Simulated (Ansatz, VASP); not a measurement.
# One calculation of HfN, two programs

INCAR

```
SYSTEM = HfN
PREC     = Accurate       ! precision mode
ENCUT    = 520            ! plane-wave cutoff, eV
EDIFF    = 1E-6           ! SCF threshold, eV
ISMEAR   = 0              ! smearing method
SIGMA    = 0.05           ! smearing width, eV
LREAL    = .FALSE.        ! projectors in reciprocal space
LASPH    = .TRUE.         ! aspherical terms in the spheres
NELM     = 100            ! most SCF steps
ALGO     = Normal         ! electronic algorithm
ISIF     = 2              ! what is computed and relaxed
LWAVE    = .FALSE.        ! write WAVECAR
LCHARG   = .FALSE.        ! write CHGCAR
GGA      = PE             ! functional
IVDW     = 12             ! dispersion correction
NBANDS   = 14             ! bands
```

File KPOINTS:

```
regular mesh
0
G
  10 10 10
  0 0 0
```

The input POSCAR:

```
HfN
1.0
    0.0000000000      2.2584837550      2.2584837550
    2.2584837550      0.0000000000      2.2584837550
    2.2584837550      2.2584837550      0.0000000000
Hf N
1 1
Direct
    0.5000000000      0.5000000000      0.5000000000
    0.0000000000      0.0000000000      0.0000000000
```

Input for Ansatz:

```yaml
crystal:
  lattice:
    - [0.0, 2.258483755, 2.258483755]
    - [2.258483755, 0.0, 2.258483755]
    - [2.258483755, 2.258483755, 0.0]
  atoms:
    - { symbol: Hf, position: [0.5, 0.5, 0.5] }
    - { symbol: "N", position: [0.0, 0.0, 0.0] }
basis:
  ecutwfc: 420
  ecutrho_ratio: 4
kpoints:
  mp_grid: { grid: [10, 10, 10] }
hamiltonian:
  xc: pbe
  dispersion: d3bj
scf:
  occupations: { method: gaussian, width: 0.05 }
output:
  forces: true
  stress: true
  eigenvalues: true
```

Alike in both runs: task single point; functional PBE; dispersion D3(BJ); k mesh 10 × 10 × 10; occupations gaussian, width 0.05 eV; no spin polarisation.

|  | VASP | Ansatz |
| --- | --- | --- |
| version | VASP 6.6.1 | Ansatz 0.2.0 |
| potentials or method | VASP PAW PBE potentials, release 64 (Hf_pv, N), cutoff 520 eV | scalar-relativistic, plane waves, PAW |
| valence electrons in the cell | 15 | 31 |

Ansatz gave:

| Quantity | Value |
| --- | --- |
| gap on the k mesh at the Fermi level (eV) | none |
| pressure (GPa) | 0.0 |

Question: Which values does VASP return?

Answer: gap on the k mesh at the Fermi level (eV): none; pressure (GPa): -2.4.

A gap of «none» marks a metal or a gap that the smearing closes. VASP's potentials hold 15 valence electrons a cell and Ansatz's 31, so a difference there can come from the potentials and not from the codes.

Neither program's run includes spin-orbit coupling.
